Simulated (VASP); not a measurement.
# ZnCl3 (P6_3/m) in VASP: single point with RPBE

Aim: the single point of ZnCl3 with RPBE.

All numbers are computed with VASP 6.6.1; they aren't measurements. Logs are shortened: lines on timing, memory, paths and dates and some standing lists are left out, and cuts for length are marked.

## (1) The cell of the first run

It takes space group P6_3/m (No. 176, hexagonal). The conventional cell has a = 9.806 Å, b = 9.806 Å, c = 2.910 Å, α = 90.00°, β = 90.00°, γ = 120.00°. Within 3.2 Å of Zn (site symmetry -6) lie 6 Cl at 2.46 Å and 2 Zn at 2.91 Å. Within 3.2 Å of Cl (site symmetry m) lie 2 Zn at 2.46 Å and 2 Cl at 2.91 Å.

## (2) Single point, RPBE

File INCAR:

```
SYSTEM = ZnCl3
PREC = Accurate ; ENCUT = 520
EDIFF = 1E-6 ; ISMEAR = 1
SIGMA = 0.05 ; LREAL = .FALSE.
LASPH = .TRUE. ; NELM = 60
ALGO = Normal ; ISIF = 2
LWAVE = .FALSE. ; LCHARG = .FALSE.
GGA = RP ; NBANDS = 43
```

File KPOINTS:

```
regular mesh
0
G
  3 3 9
  0 0 0
```

File POSCAR:

```
ZnCl3
1.0
    9.8057060000      0.0000000000      0.0000000000
   -4.9028530000      8.4919910000      0.0000000000
    0.0000000000      0.0000000000      2.9095550000
Zn Cl
2 6
Direct
    0.3333333333      0.6666666667      0.2500000000
    0.6666666667      0.3333333333      0.7500000000
    0.7190360000      0.1625210000      0.2500000000
    0.5565150000      0.7190360000      0.7500000000
    0.2809640000      0.8374790000      0.7500000000
    0.4434850000      0.2809640000      0.2500000000
    0.8374790000      0.5565150000      0.2500000000
    0.1625210000      0.4434850000      0.7500000000
```

Potentials or basis: VASP PAW PBE potentials, release 64 (Zn, Cl).

On the command line:

```
$ cat potpaw_PBE.64/Zn/POTCAR potpaw_PBE.64/Cl/POTCAR > POTCAR
$ mpirun -np 1 vasp_std > vasp.out
```

OUTCAR:

```text
SYSTEM = ZnCl3
   PREC = Accurate
   ENCUT = 520
   EDIFF = 1E-6
   ISMEAR = 1
   LREAL = .FALSE.
   LASPH = .TRUE.
   NELM = 60
   ISIF = 2
   GGA = RP

 ion  position               nearest neighbor table
   1  0.333  0.667  0.250-   4 2.46   4 2.46   5 2.46   5 2.46   8 2.46   8 2.46
   2  0.667  0.333  0.750-   6 2.46   6 2.46   3 2.46   3 2.46   7 2.46   7 2.46
   3  0.719  0.163  0.250-   2 2.46   2 2.46
   4  0.557  0.719  0.750-   1 2.46   1 2.46
   5  0.281  0.837  0.750-   1 2.46   1 2.46
   6  0.443  0.281  0.250-   2 2.46   2 2.46
   7  0.837  0.557  0.250-   2 2.46   2 2.46
   8  0.163  0.443  0.750-   1 2.46   1 2.46

  LATTYP: Found a hexagonal cell.
 ALAT       =     9.8057060000
 C/A-ratio  =     0.2967206033

  Lattice vectors:

 A1 = (   9.8057060000,   0.0000000000,   0.0000000000)
 A2 = (  -4.9028530000,   8.4919910000,   0.0000000000)
 A3 = (   0.0000000000,   0.0000000000,   2.9095550000)

Analysis of symmetry for initial positions (statically):
=====================================================================
 Subroutine PRICEL returns:
 Original cell was already a primitive cell.

 Routine SETGRP: Setting up the symmetry group for a
 hexagonal supercell.

 Subroutine GETGRP returns: Found 12 space group operations
 (whereof  6 operations were pure point group operations)
 out of a pool of 24 trial point group operations.

The static configuration has the point symmetry S_6 .
 The point group associated with its full space group is C_6h.

Analysis of symmetry for dynamics (positions and initial velocities):
=====================================================================
 Subroutine PRICEL returns:
 Original cell was already a primitive cell.

 Routine SETGRP: Setting up the symmetry group for a
 hexagonal supercell.

 Subroutine GETGRP returns: Found 12 space group operations
 (whereof  6 operations were pure point group operations)
 out of a pool of 24 trial point group operations.

The dynamic configuration has the point symmetry S_6 .
 The point group associated with its full space group is C_6h.

 Subroutine INISYM returns: Found 12 space group operations
 (whereof  6 operations are pure point group operations),
 and found     1 'primitive' translations

----------------------------------------------------------------------------------------

                                     Primitive cell

  volume of cell :     242.2785

  direct lattice vectors                    reciprocal lattice vectors
     9.805706000  0.000000000  0.000000000     0.101981438  0.058879007  0.000000000
    -4.902853000  8.491991000  0.000000000     0.000000000  0.117758015  0.000000000
     0.000000000  0.000000000  2.909555000     0.000000000  0.000000000  0.343695170

  length of vectors
     9.805706000  9.805706435  2.909555000     0.117758020  0.117758015  0.343695170

  position of ions in fractional coordinates (direct lattice)
     0.333333333  0.666666667  0.250000000
     0.666666667  0.333333333  0.750000000
     0.719036000  0.162521000  0.250000000
     0.556515000  0.719036000  0.750000000
     0.280964000  0.837479000  0.750000000
     0.443485000  0.280964000  0.250000000
     0.837479000  0.556515000  0.250000000
     0.162521000  0.443485000  0.750000000

  ion indices of the primitive-cell ions
   primitive index   ion index
                 1           1
                 2           2
                 3           3
                 4           4
                 5           5
                 6           6
                 7           7
                 8           8

----------------------------------------------------------------------------------------

 KPOINTS: regular mesh

Automatic generation of k-mesh.
 Grid dimensions read from file:
 generate k-points for:    3    3    9

 Generating k-lattice:

  Cartesian coordinates                     Fractional coordinates (reciprocal lattice)
     0.033993813  0.019626336  0.000000000     0.333333333 -0.000000000  0.000000000
     0.000000000  0.039252672  0.000000000     0.000000000  0.333333333  0.000000000
     0.000000000  0.000000000  0.038188352     0.000000000  0.000000000  0.111111111

  Length of vectors
     0.039252673  0.039252672  0.038188352

  Shift w.r.t. Gamma in fractional coordinates (k-lattice)
     0.000000000  0.000000000  0.000000000

 Subroutine IBZKPT returns following result:
 ===========================================

 Found     15 irreducible k-points:

 Following reciprocal coordinates:
            Coordinates               Weight
  0.000000  0.000000  0.000000      1.000000
  0.333333  0.000000  0.000000      6.000000
  0.333333  0.333333  0.000000      2.000000
  0.000000  0.000000  0.111111      2.000000
  0.333333  0.000000  0.111111     12.000000
  0.333333  0.333333  0.111111      4.000000
  0.000000  0.000000  0.222222      2.000000
  0.333333  0.000000  0.222222     12.000000
  0.333333  0.333333  0.222222      4.000000
  0.000000  0.000000  0.333333      2.000000
  0.333333  0.000000  0.333333     12.000000
  0.333333  0.333333  0.333333      4.000000
  0.000000  0.000000  0.444444      2.000000
  0.333333  0.000000  0.444444     12.000000
  0.333333  0.333333  0.444444      4.000000
   k-points           NKPTS =     15   k-points in BZ     NKDIM =     15   number of bands    NBANDS=     43
   number of dos      NEDOS =    301   number of ions     NIONS =      8
   total plane-waves  NPLWV = 153600
   dimension x,y,z NGX =    80 NGY =   80 NGZ =   24
   dimension x,y,z NGXF=   160 NGYF=  160 NGZF=   48
   ions per type =               2   6
   NGX,Y,Z   is equivalent  to a cutoff of  13.56, 13.56, 13.71 a.u.
   NGXF,Y,Z  is equivalent  to a cutoff of  27.13, 27.13, 27.43 a.u.
 SYSTEM =  ZnCl3
   PREC   = accura    normal or accurate (medium, high low for compatibility)
   ISTART =      0    job   : 0-new  1-cont  2-samecut
   ICHARG =      2    charge: 1-file 2-atom 10-const
   ISPIN  =      1    spin polarized calculation?
   LNONCOLLINEAR =      F non collinear calculations
   LSORBIT =      F    spin-orbit coupling
   LASPH  =      T    aspherical Exc in radial PAW
   ENCUT  =  520.0 eV  38.22 Ry    6.18 a.u.  18.23 18.23  5.41*2*pi/ulx,y,z
   NELM   =     60;   NELMIN=  2; NELMDL= -5     # of ELM steps
   EDIFF  = 0.1E-05   stopping-criterion for ELM
   LREAL  =      F    real-space projection
   EDIFFG = 0.1E-04   stopping-criterion for IOM
   NSW    =      0    number of steps for IOM
   IBRION =     -1    ionic relax: 0-MD 1-quasi-New 2-CG
   NFREE  =      0    steps in history (QN), initial steepest desc. (CG)
   ISIF   =      2    stress and relaxation
   ISYM   =      2    0-nonsym 1-usesym 2-fastsym
   POTIM  = 0.5000    time-step for ionic-motion
   TEBEG  =    0.0;   TEEND  =   0.0 temperature during run
   PSTRESS=    0.0 pullay stress
   NELECT =      66.0000    total number of electrons
   NUPDOWN=      -1.0000    fix difference up-down
   EMIN   =  10.00;   EMAX   =-10.00  energy-range for DOS
   EFERMI =   0.00;   METHOD = LEGACY
   ISMEAR =     1;   SIGMA  =   0.05  broadening in eV -4-tet -1-fermi 0-gaus
   EFERMI_NEDOS =   21; number of points for ismear=-14 and -15
   IALGO  =     38    algorithm
   IMIX   =      4    mixing-type and parameters
     AMIX     =   0.40;   BMIX     =  1.00
     AMIX_MAG =   1.60;   BMIX_MAG =  1.00
  volume/ion in A,a.u.               =      30.28       204.37
  Fermi-wavevector in a.u.,A,eV,Ry     =   1.061250  2.005472 15.323591  1.126252
  Thomas-Fermi vector in A             =   2.196660
   LORBIT       =      0    0 simple, 1 ext, 2 COOP (PROOUT), +10 PAW based schemes
   GGA     = RP    functional components
   LHFCALC =     F    Hartree Fock is set to
   AEXX    =    0.0000 exact exchange contribution
   IVDW    =     0    specifies the selected vdW correction
   LEPSILON=     F    determine dielectric tensor
   LRPA    =     F    only Hartree local field effects (RPA)
 non-spin polarized calculation
 Methfessel and Paxton  Order N= 1 SIGMA  =   0.05
  energy-cutoff  :      520.00
  volume of cell :      242.28
 maximum number of plane-waves:      6570
 NGX is ok and might be reduce to    80
   NGX = 37   NGY = 37   NGZ = 11

 number of electron      66.0000006 magnetization

 Free energy of the ion-electron system (eV)
  ---------------------------------------------------
  ext. energy  EPLUGINS =         0.00000000
  ---------------------------------------------------
  free energy    TOTEN  =       -15.44392902 eV

  energy without entropy =      -15.43448300  energy(sigma->0) =      -15.44078034

 E-fermi :  -1.4125     XC(G=0):  -7.0787

 val. band max:       -1.4127535943   @ k =   0.0000   0.0000   0.1111
 cond. band min:      -1.4097810601   @ k =   0.3333   0.0000   0.1111
 fundamental gap:      0.0029725341
 Fermi energy:        -1.4125006514

 k-point     1 :       0.0000    0.0000    0.0000
  band No.  band energies     occupation
      1     -16.1561      2.00000
      2     -16.0333      2.00000
      3     -15.6251      2.00000
      4     -15.6251      2.00000
      5     -15.6249      2.00000
      6     -15.6249      2.00000
[... 35 lines left out ...]
     42       7.1769      0.00000
     43       8.2758      0.00000

 k-point     2 :       0.3333    0.0000    0.0000
  band No.  band energies     occupation
      1     -16.1324      2.00000
      2     -16.0620      2.00000
      3     -15.6486      2.00000
      4     -15.6464      2.00000
      5     -15.6009      2.00000
      6     -15.5992      2.00000
[... 35 lines left out ...]
     42       7.2673      0.00000
     43       8.0370      0.00000

 k-point     3 :       0.3333    0.3333    0.0000
  band No.  band energies     occupation
      1     -16.0983      2.00000
      2     -16.0983      2.00000
      3     -15.6661      2.00000
      4     -15.6215      2.00000
      5     -15.6215      2.00000
      6     -15.5835      2.00000
[... 505 lines left out ...]
      6     -14.6586      2.00000
[... 35 lines left out ...]
     42       6.3187      0.00000
     43       8.0999      0.00000

 k-point    15 :       0.3333    0.3333    0.4444
  band No.  band energies     occupation
      1     -14.9511      2.00000
      2     -14.9511      2.00000
      3     -14.6735      2.00000
      4     -14.6638      2.00000
      5     -14.6638      2.00000
      6     -14.6549      2.00000
[... 35 lines left out ...]
     42       6.3060      0.00000
     43       8.0149      0.00000

------------------------ aborting loop because EDIFF is reached ----------------------------------------

  FORCE on cell =-STRESS in cart. coord.  units (eV):
  Direction    XX          YY          ZZ          XY          YZ          ZX
  --------------------------------------------------------------------------------------
  -------------------------------------------------------------------------------------
  Total        2.2336103      2.2336106      5.2382474      0.0000001      0.0000000      0.0000000
  in kB       14.7707664     14.7707681     34.6402986      0.0000004      0.0000000      0.0000000
  external PRESSURE =      21.3939444 kB  Pullay stress =       0.0000000 kB

 VOLUME and BASIS-vectors are now :
 -----------------------------------------------------------------------------
  energy-cutoff  :      520.00
  volume of cell :      242.28
      direct lattice vectors                 reciprocal lattice vectors
     9.805706000  0.000000000  0.000000000     0.101981438  0.058879007  0.000000000
    -4.902853000  8.491991000  0.000000000     0.000000000  0.117758015  0.000000000
     0.000000000  0.000000000  2.909555000     0.000000000  0.000000000  0.343695170

 POSITION                                       TOTAL-FORCE (eV/Angst)
 -----------------------------------------------------------------------------------
     -0.00000      5.66133      0.72739        -0.000000      0.000000     -0.000000
      4.90285      2.83066      2.18217        -0.000000     -0.000000     -0.000000
      6.25384      1.38013      0.72739         0.129989     -0.090845     -0.000000
      1.93169      6.10605      2.18217         0.143668      0.067151      0.000000
     -1.35099      7.11186      2.18217        -0.129989      0.090845      0.000000
      2.97116      2.38594      0.72739        -0.143668     -0.067151     -0.000000
      5.48356      4.72592      0.72739         0.013679      0.157996      0.000000
     -0.58071      3.76607      2.18217        -0.013679     -0.157996      0.000000
 -----------------------------------------------------------------------------------
    total drift:                               -0.000001      0.000001     -0.000000

  FREE ENERGIE OF THE ION-ELECTRON SYSTEM (eV)
  ---------------------------------------------------
  free  energy   TOTEN  =       -15.4439290166 eV

  energy  without entropy=      -15.4344830018  energy(sigma->0) =      -15.44078034
```

It took 9.9 min on 1 thread of AMD EPYC 7R13, shared host; peak memory 0.39 GiB.

What came out:

* Free energy: -15.4439 eV
* Pressure: 2.1 GPa
* Largest force: 0.159 eV/Å
* Band gap on the k mesh: zero (band 33 reaches -0.75 eV, above the bottom of band 34 at -2.33 eV)

Forces in eV/Å, atoms in the order of the input:
```
Zn   0.000  0.000  0.000
Zn   0.000  0.000  0.000
Cl   0.130 -0.091  0.000
Cl   0.144  0.067  0.000
Cl  -0.130  0.091  0.000
Cl  -0.144 -0.067  0.000
Cl   0.014  0.158  0.000
Cl  -0.014 -0.158  0.000
```

Caveat: the PAW data sets were made with another functional, which shifts forces and pressure a little.
